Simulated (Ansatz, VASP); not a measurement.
**Two plane-wave programs on Cu**

INCAR

```
PREC     = Accurate       # precision mode
ENCUT    = 520            # plane-wave cutoff, eV
EDIFF    = 1E-6           # SCF threshold, eV
ISMEAR   = -1             # smearing method
SIGMA    = 0.1            # smearing width, eV
LREAL    = False          # projectors in reciprocal space
LASPH    = True           # aspherical terms in the spheres
NELM     = 100            # most SCF steps
ALGO     = Normal         # electronic algorithm
ISIF     = 2              # what is computed and relaxed
LWAVE    = False          # write WAVECAR
LCHARG   = False          # write CHGCAR
NBANDS   = 30             # bands
```

KPOINTS

```
regular mesh
0
Gamma
  19 19 5
```

POSCAR

```
Cu
1.0
    2.5208601632      0.0000000000      0.0000000000
   -1.2604300816      2.1831289407      0.0000000000
    0.0000000000      0.0000000000      8.2362865143
Cu
4
Direct
    0.0000000000      1.0000000000      1.0000000000
    1.0000000000      1.0000000000      0.5000000000
    0.3333333333      0.6666666667      0.2500000000
    0.6666666667      0.3333333333      0.7500000000
```

Input for Ansatz:

```yaml
crystal:
  lattice:
    - [2.5208601632, 0.0, 0.0]
    - [-1.2604300816, 2.1831289407, 0.0]
    - [0.0, 0.0, 8.2362865143]
  atoms:
    - { symbol: Cu, position: [0.0, 1.0, 1.0] }
    - { symbol: Cu, position: [1.0, 1.0, 0.5] }
    - { symbol: Cu, position: [0.3333333333, 0.6666666667, 0.25] }
    - { symbol: Cu, position: [0.6666666667, 0.3333333333, 0.75] }
hamiltonian:
  xc: lda
  pseudopotentials:
    kind: paw
    azcp:
      Cu: "pseudopotentials/Cu.paw.azcp"
basis:
  ecutwfc: 420
  fft_grid_basis: typed
kpoints:
  mp_grid: { grid: [19, 19, 5], shift: [0, 0, 0] }
magnetization:
  spin_polarized: false
scf:
  occupations: { method: fermi_dirac, width: 0.1 }
output:
  stress: true
  write_density: true
  write_potential: true
  elf: true
  volumetric_format: npy
```

Alike in both runs: task single point; functional LDA; k mesh 19 × 19 × 5; occupations fermi-dirac, width 0.1 eV; no spin polarisation.

|  | VASP | Ansatz |
| --- | --- | --- |
| version | VASP 6.6.1 | Ansatz 0.2.0 |
| potentials or method | VASP PAW LDA potentials, release 64 (Cu), cutoff 520 eV | plane waves (420 eV) with PAW, scalar-relativistic |
| valence electrons in the cell | 44 | 76 |

|  | VASP | Ansatz | Ansatz less VASP |
| --- | --- | --- | --- |
| pressure (GPa) | -5.8 | -6.8 | -0.94 |
| traceless stress, the component that is largest in VASP (GPa) | 0.58 | 0.59 | +0.008 |

Ansatz warns that its potentials were made for another functional, while VASP's fit it. LDA's correlation is that of Perdew and Zunger in VASP and of Perdew and Wang (1992) in Ansatz. VASP's potentials hold 44 valence electrons a cell and Ansatz's 76, so a difference there can come from the potentials and not from the codes.
